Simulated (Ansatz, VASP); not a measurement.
**RbBr: VASP beside Ansatz**

```xyz
2
Lattice="4.3324 0.0000 0.0000 0.0000 4.3324 0.0000 0.0000 0.0000 3.9198" Properties=species:S:1:pos:R:3 pbc="T T T"
Rb    0.0000    0.0000    0.0000
Br    2.1662    2.1662    1.9599
```

Change from the starting cell: strain +0.050 along x and y, -0.050 along z, atoms carried along.

Alike in both runs: task single point; functional PBEsol; k mesh 6 × 6 × 6; occupations gaussian, width 0.05 eV; no spin polarisation.

|  | VASP | Ansatz |
| --- | --- | --- |
| version | VASP 6.6.1 | Ansatz 0.2.0 |
| potentials or method | VASP PAW PBE potentials, release 64 (Rb_sv, Br), cutoff 520 eV | scalar-relativistic, plane waves, PAW |
| valence electrons in the cell | 16 | 16 |

|  | VASP | Ansatz | Ansatz less VASP |
| --- | --- | --- | --- |
| gap on the k mesh at the Fermi level (eV) | 3.36 | 3.36 | +0.001 |
| least direct gap on the mesh (eV) | 3.47 | 3.47 | 0.000 |
| pressure (GPa) | -1.1 | -1.1 | -0.03 |
| traceless stress, the component that is largest in VASP (GPa) | 1.91 | 1.91 | 0.000 |

VASP's potentials were made for PBE, not for PBEsol.
